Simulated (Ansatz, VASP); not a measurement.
**Two plane-wave programs on Mg2Si3N**

```xyz
6
Lattice="5.0050 0.0000 0.0000 -2.5025 4.3344 0.0000 0.0000 0.0000 5.1422" Properties=species:S:1:pos:R:3 pbc="T T T"
Mg    0.0000    0.0000    3.1440
Mg    2.5025    1.4448    1.8915
Si   -0.0005    4.3550    4.4777
Si   -1.2688    2.1566    4.4777
Si    1.2692    2.1573    4.4777
N     0.0000    2.8896    5.5975
```

Alike in both runs: functional PBE; k mesh 4 × 4 × 3; occupations gaussian, width 0.2 eV; no spin polarisation.

Ansatz relaxed the structure, and its values are those at the end. VASP's run is a single point on that final structure, the one shown.

|  | VASP | Ansatz |
| --- | --- | --- |
| version | VASP 6.6.1 | Ansatz 0.2.0 |
| potentials or method | VASP PAW PBE potentials, release 64 (Mg, Si, N), cutoff 600 eV | scalar-relativistic, plane waves, PAW |
| valence electrons in the cell | 21 | 37 |

Ansatz gave:

```
gap on the k mesh at the Fermi level (eV) : none
pressure (GPa)                            : 0.2
rms of the force components (eV/Å)        : 0.014
```

Question: Estimate VASP's values.

Answer: gap on the k mesh at the Fermi level (eV): none; pressure (GPa): 0.1; rms of the force components (eV/Å): 0.018.

A gap of «none» marks a metal or a gap that the smearing closes. VASP's potentials hold 21 valence electrons a cell and Ansatz's 37, so a difference there can come from the potentials and not from the codes.

The k mesh is coarse, so the values compare programs but aren't converged.
